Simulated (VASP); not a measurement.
# Ca2BO6 (Fm-3m) in VASP: notebook

Ca2BO6 is run at these levels: PBE; tasks: single point, relaxation of cell and atoms.

Program: VASP 6.6.1. These are calculated values, not measurements. Logs are shortened: lines on timing, memory, paths and dates and some standing lists are left out, and cuts for length are marked.

### Step 1. The cell of the first run

The structure is cubic, space group Fm-3m (No. 225). Conventional cell: a = 7.122 Å, b = 7.122 Å, c = 7.122 Å, α = 90.00°, β = 90.00°, γ = 90.00°. Ca (site symmetry -43m) has 12 O at 2.52 Å and 4 B at 3.08 Å within 3.3 Å. Within 2.3 Å of B (site symmetry m-3m) lie 6 O at 1.76 Å. O (site symmetry 4mm) has 1 B at 1.76 Å within 2.3 Å.

### Step 2. Single point, PBE, collinear spin, ferromagnetic start

INCAR

```
SYSTEM = Ca2BO6
PREC = Accurate ; ENCUT = 520
EDIFF = 1E-6 ; ISMEAR = 0
SIGMA = 0.1 ; LREAL = .FALSE.
LASPH = .TRUE. ; NELM = 150
ALGO = Normal ; ISIF = 2
LWAVE = .FALSE. ; LCHARG = .FALSE.
ISPIN = 2 ; MAGMOM = 0 0 0 1 1 1 1 1 1
LORBIT = 11 ; GGA = PE
NBANDS = 44
```

KPOINTS

```
Automatic mesh
0
G
  4 4 4
  0 0 0
```

POSCAR

```
Ca2BO6
1.0
    0.0000000000      3.5609969100      3.5609969100
    3.5609969100      0.0000000000      3.5609969100
    3.5609969100      3.5609969100      0.0000000000
Ca B O
2 1 6
Direct
    0.2500000000      0.2500000000      0.2500000000
    0.7500000000      0.7500000000      0.7500000000
    0.0000000000      0.0000000000      0.0000000000
    0.7533882000      0.2466118000      0.2466118000
    0.2466118000      0.7533882000      0.2466118000
    0.2466118000      0.2466118000      0.7533882000
    0.2466118000      0.7533882000      0.7533882000
    0.7533882000      0.2466118000      0.7533882000
    0.7533882000      0.7533882000      0.2466118000
```

Potentials or basis: VASP PAW PBE potentials, release 64 (Ca_sv, B, O).

On the command line:

```console
> cat potpaw_PBE.64/Ca_sv/POTCAR potpaw_PBE.64/B/POTCAR potpaw_PBE.64/O/POTCAR > POTCAR
> mpirun -np 1 vasp_std > vasp.out
```

OUTCAR:

```text
SYSTEM = Ca2BO6
   PREC = Accurate
   ENCUT = 520
   EDIFF = 1E-6
   ISMEAR = 0
   LREAL = .FALSE.
   LASPH = .TRUE.
   NELM = 150
   ISIF = 2
   ISPIN = 2
   LORBIT = 11
   GGA = PE

 ion  position               nearest neighbor table
   1  0.250  0.250  0.250-   4 2.52   8 2.52   9 2.52   5 2.52   7 2.52   9 2.52   6 2.52   7 2.52
                             8 2.52   4 2.52   5 2.52   6 2.52
   2  0.750  0.750  0.750-   7 2.52   8 2.52   9 2.52   4 2.52   5 2.52   9 2.52   4 2.52   6 2.52
                             8 2.52   5 2.52   6 2.52   7 2.52
   3  0.000  0.000  0.000-   4 1.76   5 1.76   6 1.76   7 1.76   8 1.76   9 1.76
   4  0.753  0.247  0.247-   3 1.76   2 2.52   1 2.52   2 2.52   1 2.52
   5  0.247  0.753  0.247-   3 1.76   2 2.52   1 2.52   2 2.52   1 2.52
   6  0.247  0.247  0.753-   3 1.76   2 2.52   1 2.52   2 2.52   1 2.52
   7  0.247  0.753  0.753-   3 1.76   2 2.52   2 2.52   1 2.52   1 2.52
   8  0.753  0.247  0.753-   3 1.76   2 2.52   2 2.52   1 2.52   1 2.52
   9  0.753  0.753  0.247-   3 1.76   2 2.52   2 2.52   1 2.52   1 2.52

  LATTYP: Found a face centered cubic cell.
 ALAT       =     7.1219938200

  Lattice vectors:

 A1 = (   0.0000000000,   3.5609969100,   3.5609969100)
 A2 = (   3.5609969100,   0.0000000000,   3.5609969100)
 A3 = (   3.5609969100,   3.5609969100,   0.0000000000)

Analysis of symmetry for initial positions (statically):
=====================================================================
 Subroutine PRICEL returns:
 Original cell was already a primitive cell.

 Routine SETGRP: Setting up the symmetry group for a
 face centered cubic supercell.

 Subroutine GETGRP returns: Found 48 space group operations
 (whereof 48 operations were pure point group operations)
 out of a pool of 48 trial point group operations.

The static configuration has the point symmetry O_h .

Analysis of symmetry for dynamics (positions and initial velocities):
=====================================================================
 Subroutine PRICEL returns:
 Original cell was already a primitive cell.

 Routine SETGRP: Setting up the symmetry group for a
 face centered cubic supercell.

 Subroutine GETGRP returns: Found 48 space group operations
 (whereof 48 operations were pure point group operations)
 out of a pool of 48 trial point group operations.

The dynamic configuration has the point symmetry O_h .

Analysis of structural, dynamic, and magnetic symmetry:
=====================================================================
 Subroutine PRICEL returns:
 Original cell was already a primitive cell.

 Routine SETGRP: Setting up the symmetry group for a
 face centered cubic supercell.

[... 149 lines left out ...]

 E-fermi :   2.7580     XC(G=0): -11.3077

 val. band max:        2.7146821045   @ k =  -0.2500   0.2500   0.0000
 cond. band min:       2.8031170377   @ k =   0.2500   0.0000   0.0000
 fundamental gap:      0.0884349332
 Fermi energy:         2.7579634774

 spin component 1

 k-point     1 :       0.0000    0.0000    0.0000
  band No.  band energies     occupation
      1     -35.0233      1.00000
      2     -34.9593      1.00000
      3     -16.7344      1.00000
      4     -16.1988      1.00000
      5     -16.1988      1.00000
      6     -16.1988      1.00000
[... 341 lines left out ...]
     40      11.4335      0.00000
     41      11.6839      0.00000
 Fermi energy:         2.7579634774

 spin component 2

 k-point     1 :       0.0000    0.0000    0.0000
  band No.  band energies     occupation
      1     -35.0323      1.00000
      2     -34.9696      1.00000
      3     -16.2026      1.00000
      4     -16.2026      1.00000
      5     -16.2026      1.00000
      6     -16.0186      1.00000
[... 341 lines left out ...]
     40      11.5627      0.00000
     41      12.1484      0.00000
 [bands above 41 left out]

------------------------ aborting loop because EDIFF is reached ----------------------------------------

  FORCE on cell =-STRESS in cart. coord.  units (eV):
  Direction    XX          YY          ZZ          XY          YZ          ZX
  --------------------------------------------------------------------------------------
  -------------------------------------------------------------------------------------
  Total       -1.3696481     -1.3696481     -1.3696481     -0.0000000      0.0000000     -0.0000000
  in kB      -24.2982384    -24.2982384    -24.2982384     -0.0000000      0.0000000     -0.0000000
  external PRESSURE =     -24.2982384 kB  Pullay stress =       0.0000000 kB

 VOLUME and BASIS-vectors are now :
 -----------------------------------------------------------------------------
  energy-cutoff  :      520.00
  volume of cell :       90.31
      direct lattice vectors                 reciprocal lattice vectors
     0.000000000  3.560996910  3.560996910    -0.140410119  0.140410119  0.140410119
     3.560996910  0.000000000  3.560996910     0.140410119 -0.140410119  0.140410119
     3.560996910  3.560996910  0.000000000     0.140410119  0.140410119 -0.140410119

 POSITION                                       TOTAL-FORCE (eV/Angst)
 -----------------------------------------------------------------------------------
      1.78050      1.78050      1.78050        -0.000000     -0.000000      0.000000
      5.34150      5.34150      5.34150         0.000000      0.000000      0.000000
      0.00000      0.00000      0.00000        -0.000000      0.000000      0.000000
      1.75637      3.56100      3.56100        -1.822001      0.000000      0.000000
      3.56100      1.75637      3.56100         0.000000     -1.822001      0.000000
      3.56100      3.56100      1.75637         0.000000      0.000000     -1.822001
      5.36563      3.56100      3.56100         1.822001      0.000000      0.000000
      3.56100      5.36563      3.56100         0.000000      1.822001      0.000000
      3.56100      3.56100      5.36563         0.000000      0.000000      1.822001
 -----------------------------------------------------------------------------------
    total drift:                               -0.000000     -0.000000      0.000000

  FREE ENERGIE OF THE ION-ELECTRON SYSTEM (eV)
  ---------------------------------------------------
  free  energy   TOTEN  =       -50.8954884752 eV

  energy  without entropy=      -50.8725048372  energy(sigma->0) =      -50.88399666

 total charge

# of ion       s       p       d       tot
------------------------------------------
    1        2.025   5.868   0.253   8.146
    2        2.025   5.868   0.253   8.146
    3        0.560   0.925   0.000   1.485
    4        1.600   3.257   0.000   4.857
    5        1.600   3.257   0.000   4.857
    6        1.600   3.257   0.000   4.857
    7        1.600   3.257   0.000   4.857
    8        1.600   3.257   0.000   4.857
    9        1.600   3.257   0.000   4.857
--------------------------------------------------
tot         14.209  32.204   0.506  46.919

 magnetization (x)

# of ion       s       p       d       tot
------------------------------------------
    1       -0.004   0.001  -0.009  -0.012
    2       -0.004   0.001  -0.009  -0.012
    3       -0.034  -0.026   0.000  -0.060
    4        0.009   0.725   0.000   0.734
    5        0.009   0.725   0.000   0.734
    6        0.009   0.725   0.000   0.734
    7        0.009   0.725   0.000   0.734
    8        0.009   0.725   0.000   0.734
    9        0.009   0.725   0.000   0.734
--------------------------------------------------
tot          0.014   4.327  -0.018   4.323
```

stdout:

```text
POSCAR found type information on POSCAR CaB O
 POSCAR found :  3 types and       9 ions
 scaLAPACK will be used
 LDA part: xc-table for (Slater+PW92), standard interpolation
 POSCAR, INCAR and KPOINTS ok, starting setup
 FFT: planning ... GRIDC
 FFT: planning ... GRID_SOFT
 FFT: planning ... GRID
 WAVECAR not read
 entering main loop
```

Run time: 61 s. Hardware: 1 thread of Intel Xeon Platinum 8488C (Sapphire Rapids), shared host; peak memory 0.3 GiB.

Results:

```
Free energy                                           : -50.8955 eV
Pressure                                              : -2.4 GPa
Largest force                                         : 1.822 eV/Å
Band gap on the k mesh                                : zero (filled and empty bands overlap)
Net moment                                            : 5.00 μB per cell
Site moments                                          : Ca -0.01; B -0.06; O +0.73 μB
Valence electrons inside the program's atomic spheres : Ca 8.15; B 1.49; O 4.86
```

Forces in eV/Å, atoms in the order of the input:
```
Ca   0.000  0.000  0.000
Ca   0.000  0.000  0.000
B    0.000  0.000  0.000
O   -1.822  0.000  0.000
O    0.000 -1.822  0.000
O    0.000  0.000 -1.822
O    1.822  0.000  0.000
O    0.000  1.822  0.000
O    0.000  0.000  1.822
```

Levels at points of the mesh, in eV from the Fermi level:
Spin up:
```tsv
k point	band 28	band 29	band 30	band 31	band 32	band 33	band 34	band 35	band 36	band 37
(0.00, 0.00, 0.00)	-0.69	-0.69	-0.22	-0.22	-0.22	5.93	5.93	7.14	7.55	7.55
(0.50, 0.00, 0.00)	-0.83	-0.82	-0.82	-0.55	-0.55	7.55	7.55	7.63	7.63	8.11
(0.50, 0.50, 0.00)	-1.97	-1.23	-1.23	-0.75	-0.33	7.62	7.81	7.95	8.01	8.10
```
Spin down:
```tsv
k point	band 22	band 23	band 24	band 25	band 26	band 27	band 28	band 29	band 30	band 31
(0.00, 0.00, 0.00)	-0.25	-0.25	-0.25	0.71	0.71	0.71	0.84	0.84	1.22	1.22
(0.50, 0.00, 0.00)	-1.85	-1.73	-1.73	-1.02	-1.02	0.33	0.55	0.55	0.55	0.93
(0.50, 0.50, 0.00)	-1.69	-1.63	-1.44	-1.05	-1.05	-0.75	-0.75	0.09	0.09	0.81
```

Caveat: the k points lie up to 0.38 Å⁻¹ apart, too coarse for converged energies and pressures of a metal; forces of over 1 eV/Å act on the atoms, so gaps and moduli don't describe the material at rest.

### Step 3. Single point, PBE, collinear spin, ferromagnetic start

This run uses another cell than the first one, of 10.67 Å³/atom.

INCAR

```
SYSTEM = Ca2BO6
ALGO     = Normal         ! electronic algorithm
EDIFF    = 1E-6           ! SCF threshold, eV
ENCUT    = 520            ! plane-wave cutoff, eV
GGA      = PE             ! functional
ISIF     = 2              ! what is computed and relaxed
ISMEAR   = 0              ! smearing method
ISPIN    = 2              ! spin polarisation
LASPH    = .TRUE.         ! aspherical terms in the spheres
LCHARG   = .FALSE.        ! write CHGCAR
LORBIT   = 11             ! projections on sites
LREAL    = .FALSE.        ! projectors in reciprocal space
LWAVE    = .FALSE.        ! write WAVECAR
MAGMOM   = 0 0 0 1 1 1 1 1 1 ! initial moments
NBANDS   = 44             ! bands
NELM     = 150            ! most SCF steps
PREC     = Accurate       ! precision mode
SIGMA    = 0.1            ! smearing width, eV
```

KPOINTS

```
k-points
0
G
  4 4 4
  0 0 0
```

POSCAR

```
Ca2BO6
1.0
    0.0000000000      3.6346420536      3.6346420536
    3.6346420536      0.0000000000      3.6346420536
    3.6346420536      3.6346420536      0.0000000000
Ca B O
2 1 6
Direct
    0.2500000000      0.2500000000      0.2500000000
    0.7500000000      0.7500000000      0.7500000000
    0.0000000000      0.0000000000      0.0000000000
    0.7739523123      0.2260476877      0.2260476877
    0.2260476877      0.7739523123      0.2260476877
    0.2260476877      0.2260476877      0.7739523123
    0.2260476877      0.7739523123      0.7739523123
    0.7739523123      0.2260476877      0.7739523123
    0.7739523123      0.7739523123      0.2260476877
```

Potentials or basis: VASP PAW PBE potentials, release 64 (Ca_sv, B, O).

On the command line:

```console
> cat potpaw_PBE.64/Ca_sv/POTCAR potpaw_PBE.64/B/POTCAR potpaw_PBE.64/O/POTCAR > POTCAR
> mpirun -np 1 vasp_std > vasp.out
```

Wall time 63 s (1 thread of Intel Xeon Platinum 8488C (Sapphire Rapids), shared host); peak memory 0.3 GiB.

Results (log left out):

```yaml
Free_energy: -51.7035 eV
Pressure: 0.6 GPa
Largest_force: 0.026 eV/Å
Band_gap_on_the_k_mesh: zero (filled and empty bands overlap)
Net_moment: 5.00 μB per cell
Site_moments: Ca -0.01; B -0.05; O +0.73 μB
Valence_electrons_inside_the_program's_atomic_spheres: Ca 8.10; B 1.70; O 4.89
```

Forces on the atoms (eV/Å):
```
Ca   0.000  0.000  0.000
Ca   0.000  0.000  0.000
B    0.000  0.000  0.000
O    0.026  0.000  0.000
O    0.000  0.026  0.000
O    0.000  0.000  0.026
O   -0.026  0.000  0.000
O    0.000 -0.026  0.000
O    0.000  0.000 -0.026
```

Levels at points of the mesh, in eV from the Fermi level:
Spin up:
| k point | band 29 | band 30 | band 31 | band 32 | band 33 | band 34 | band 35 | band 36 |
| --- | --- | --- | --- | --- | --- | --- | --- | --- |
| (0.00, 0.00, 0.00) | -0.79 | -0.24 | -0.24 | -0.24 | 5.65 | 5.65 | 7.24 | 7.24 |
| (0.50, 0.00, 0.00) | -1.07 | -0.61 | -0.53 | -0.53 | 7.03 | 7.03 | 7.29 | 7.29 |
| (0.50, 0.50, 0.00) | -1.35 | -1.35 | -0.79 | -0.35 | 7.09 | 7.35 | 7.47 | 7.50 |
Spin down:
| k point | band 22 | band 23 | band 24 | band 25 | band 26 | band 27 | band 28 | band 29 | band 30 | band 31 |
| --- | --- | --- | --- | --- | --- | --- | --- | --- | --- | --- |
| (0.00, 0.00, 0.00) | -0.26 | -0.26 | -0.26 | 0.43 | 0.43 | 0.43 | 0.51 | 0.51 | 1.28 | 1.28 |
| (0.50, 0.00, 0.00) | -1.49 | -1.40 | -1.40 | -0.58 | -0.58 | 0.08 | 0.26 | 0.26 | 0.87 | 0.89 |
| (0.50, 0.50, 0.00) | -1.51 | -1.32 | -1.28 | -0.95 | -0.95 | -0.07 | -0.07 | -0.05 | -0.05 | 0.52 |

Caveat: the k points lie up to 0.37 Å⁻¹ apart, too coarse for converged energies and pressures of a metal.

### Step 4. Relaxation of cell and atoms, PBE, collinear spin, ferromagnetic start

INCAR

```
SYSTEM = Ca2BO6
  PREC = Accurate
  ENCUT = 600
  EDIFF = 1E-6
  ISMEAR = 0
  SIGMA = 0.1
  LREAL = .False.
  LASPH = .True.
  NELM = 150
  ALGO = Normal
  ISIF = 3
  LWAVE = .False.
  LCHARG = .False.
  ISPIN = 2
  MAGMOM = 0 0 0 1 1 1 1 1 1
  LORBIT = 11
  GGA = PE
  IBRION = 2
  NSW = 90
  EDIFFG = -0.04
```

KPOINTS

```
Automatic mesh
0
Gamma
  4 4 4
  0 0 0
```

POSCAR

```
Ca2BO6
1.0
    0.0000000000      3.5609969100      3.5609969100
    3.5609969100      0.0000000000      3.5609969100
    3.5609969100      3.5609969100      0.0000000000
Ca B O
2 1 6
Direct
    0.2500000000      0.2500000000      0.2500000000
    0.7500000000      0.7500000000      0.7500000000
    0.0000000000      0.0000000000      0.0000000000
    0.7533882000      0.2466118000      0.2466118000
    0.2466118000      0.7533882000      0.2466118000
    0.2466118000      0.2466118000      0.7533882000
    0.2466118000      0.7533882000      0.7533882000
    0.7533882000      0.2466118000      0.7533882000
    0.7533882000      0.7533882000      0.2466118000
```

On the command line:

```console
> cat potpaw_PBE.64/Ca_sv/POTCAR potpaw_PBE.64/B/POTCAR potpaw_PBE.64/O/POTCAR > POTCAR
> mpirun -np 1 vasp_std > vasp.out
```

Run time: 4.7 min. Hardware: 1 thread of Intel Xeon Platinum 8488C (Sapphire Rapids), shared host; peak memory 0.32 GiB.

Results (log left out):

```yaml
Free_energy: -51.7013 eV
Relaxed_volume: 10.75 Å³/atom
Relaxed_cell: a = 5.153 Å, b = 5.153 Å, c = 5.153 Å, α = 60.00°, β = 60.00°, γ = 60.00°
Space_group_after_relaxing_to_0.1_Å: Fm-3m (No. 225)
Energy_gained_by_relaxing: 88.6 meV/atom
Ionic_steps: 7
Pressure_after_relaxing: -0.3 GPa
Largest_force_after_relaxing: 0.038 eV/Å
Band_gap_on_the_k_mesh: zero (filled and empty bands overlap)
Net_moment: 5.00 μB per cell
Site_moments: Ca -0.01; B -0.05; O +0.73 μB
Valence_electrons_inside_the_program's_atomic_spheres: Ca 8.10; B 1.69; O 4.88
```

Forces in eV/Å, atoms in the order of the input:
```
Ca   0.000  0.000  0.000
Ca   0.000  0.000  0.000
B    0.000  0.000  0.000
O   -0.038  0.000  0.000
O    0.000 -0.038  0.000
O    0.000  0.000 -0.038
O    0.038  0.000  0.000
O    0.000  0.038  0.000
O    0.000  0.000  0.038
```

Step by step:
```csv
step,energy change (eV),largest force (eV/Å),pressure (GPa),volume (Å³)
1,0.0000,1.8241,-2.58,90.31
2,-0.5776,0.3540,6.73,88.21
3,-0.5819,0.1799,7.86,88.02
4,-0.7775,0.0055,2.38,93.70
5,-0.7967,0.0642,0.46,96.40
6,-0.7967,0.0662,0.35,96.57
7,-0.7971,0.0382,-0.34,96.73
```

Final structure:
```cif
data_structure
_symmetry_space_group_name_H-M 'P 1'
_symmetry_Int_Tables_number 1
_cell_length_a 5.1527
_cell_length_b 5.1527
_cell_length_c 5.1527
_cell_angle_alpha 60.000
_cell_angle_beta 60.000
_cell_angle_gamma 60.000
_cell_volume 96.73
loop_
_atom_site_label
_atom_site_type_symbol
_atom_site_fract_x
_atom_site_fract_y
_atom_site_fract_z
_atom_site_occupancy
Ca1 Ca 0.25000 0.25000 0.25000 1
Ca2 Ca 0.75000 0.75000 0.75000 1
B1 B 0.00000 0.00000 0.00000 1
O1 O 0.77402 0.22598 0.22598 1
O2 O 0.22598 0.77402 0.22598 1
O3 O 0.22598 0.22598 0.77402 1
O4 O 0.22598 0.77402 0.77402 1
O5 O 0.77402 0.22598 0.77402 1
O6 O 0.77402 0.77402 0.22598 1
```

Levels at points of the mesh, in eV from the Fermi level:
Spin up:
```tsv
k point	band 29	band 30	band 31	band 32	band 33	band 34	band 35	band 36
(0.00, 0.00, 0.00)	-0.80	-0.25	-0.25	-0.25	5.64	5.64	7.21	7.21
(0.50, 0.00, 0.00)	-1.08	-0.61	-0.53	-0.53	7.00	7.00	7.26	7.26
(0.50, 0.50, 0.00)	-1.35	-1.35	-0.80	-0.35	7.05	7.32	7.44	7.47
```
Spin down:
```csv
k point,band 23,band 24,band 25,band 26,band 27,band 28,band 29,band 30
"(0.00, 0.00, 0.00)",-0.25,-0.25,0.43,0.43,0.43,0.51,0.51,1.27
"(0.50, 0.00, 0.00)",-1.38,-1.38,-0.57,-0.57,0.08,0.25,0.25,0.87
"(0.50, 0.50, 0.00)",-1.31,-1.27,-0.94,-0.94,-0.07,-0.07,-0.05,-0.05
```

Caveat: the k points lie up to 0.37 Å⁻¹ apart in the final cell, too coarse for converged energies and pressures of a metal.

### Step 5. Overview

| task | cell | cutoff (eV) | gap on the mesh (eV) | pressure (GPa) | moment (μB) | largest force (eV/Å) |
| --- | --- | --- | --- | --- | --- | --- |
| single point | a = 5.036 Å, angles 60.0°, 9 atoms, atomic positions A | 520 | none | -2.4 | 5.00 | 1.82 |
| single point | a = 5.140 Å, angles 60.0°, 9 atoms, atomic positions B | 520 | none | 0.6 | 5.00 | 0.03 |
| relaxation of cell and atoms | relaxed from a = 5.036 Å, angles 60.0°, 9 atoms, atomic positions A | 600 | none | -0.3 | 5.00 | 0.04 |

Alike in all rows: level PBE; potentials or basis VASP PAW PBE potentials, release 64 (Ca_sv, B, O); spin collinear, ferromagnetic start; k mesh 4 × 4 × 4; smearing gaussian 0.1 eV.

Caveats: all runs use coarse meshes; forces of over 1 eV/Å act on the atoms, so gaps and moduli don't describe the material at rest (at least some runs).

Absolute energies hang on the potentials; compare differences alone.
